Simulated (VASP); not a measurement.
Ti:

```
Ti
1.0
     2.95000    0.00000    0.00000
    -1.47500    2.55477    0.00000
     0.00000    0.00000    4.68000
Ti
2
Direct
  0.33333 0.66667 0.25000
  0.66667 0.33333 0.75000
```

| Item | Value |
| --- | --- |
| Program | VASP 6.6.1 |
| Task | relaxation of cell and atoms |
| Functional | PBE |
| Dispersion | D4 |
| Potentials or basis | VASP PAW PBE potentials, release 64 (Ti_sv) |
| Cutoff | 600 eV |
| k mesh | 13 × 13 × 7 |
| Occupations | methfessel-paxton, width 0.1 eV |
| Spin | no spin polarisation |

At the start: pressure -3.5 GPa; volume 17.64 Å³/atom.

Task: How do energy, volume and symmetry change on relaxing?

Result: Over 3 steps the energy falls by 6.5 meV/atom and the volume is 17.06 Å³/atom (-3.2 %); space group P6_3/mmc (No. 194, to 0.05 Å).

Step by step:
| step | energy change (eV) | largest force (eV/Å) | pressure (GPa) | volume (Å³) |
| --- | --- | --- | --- | --- |
| 1 | 0.0000 | 0.0000 | -3.54 | 35.27 |
| 2 | -0.0059 | 0.0000 | 2.86 | 33.32 |
| 3 | -0.0130 | 0.0000 | -0.01 | 34.13 |

Final structure:
```cif
data_structure
_symmetry_space_group_name_H-M 'P 1'
_symmetry_Int_Tables_number 1
_cell_length_a 2.9186
_cell_length_b 2.9186
_cell_length_c 4.6263
_cell_angle_alpha 90.000
_cell_angle_beta 90.000
_cell_angle_gamma 120.000
_cell_volume 34.13
loop_
_atom_site_label
_atom_site_type_symbol
_atom_site_fract_x
_atom_site_fract_y
_atom_site_fract_z
_atom_site_occupancy
Ti1 Ti 0.33333 0.66667 0.25000 1
Ti2 Ti 0.66667 0.33333 0.75000 1
```

Caveat: pairwise dispersion overbinds metals, which lowers pressure and volume.
